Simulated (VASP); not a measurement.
A run of VASP 6.6.1 is set up as follows.

Contents of INCAR:

```
ALGO     = Normal         # electronic algorithm
EDIFF    = 1E-6           # SCF threshold, eV
ENCUT    = 520            # plane-wave cutoff, eV
ISIF     = 2              # what is computed and relaxed
ISMEAR   = -1             # smearing method
ISPIN    = 2              # spin polarisation
LASPH    = True           # aspherical terms in the spheres
LCHARG   = False          # write CHGCAR
LMAXMIX  = 4              # l up to which the mixer works
LORBIT   = 11             # projections on sites
LREAL    = False          # projectors in reciprocal space
LWAVE    = False          # write WAVECAR
MAGMOM   = 1              # initial moments
NBANDS   = 16             # bands
NELM     = 150            # most SCF steps
NUPDOWN  = 1.0            # fixed moment
PREC     = Accurate       # precision mode
SIGMA    = 0.08           # smearing width, eV
```

Contents of KPOINTS:

```
k-points
0
Gamma
  15 15 15
```

The input POSCAR:

```
V
1.0
   -1.5143500000      1.5143500000      1.5143500000
    1.5143500000     -1.5143500000      1.5143500000
    1.5143500000      1.5143500000     -1.5143500000
V
1
Direct
    0.0000000000      0.0000000000      0.0000000000
```

Potentials or basis: VASP PAW LDA potentials, release 64 (V_sv).

Command:

```sh
$ cat potpaw_LDA.64/V_sv/POTCAR > POTCAR
$ mpirun -np 1 vasp_std > vasp.out
```

(1) Predict the pressure.

Answers

(1) -12.5 GPa.

Caveat: the total moment is fixed, so each spin has its own Fermi level.
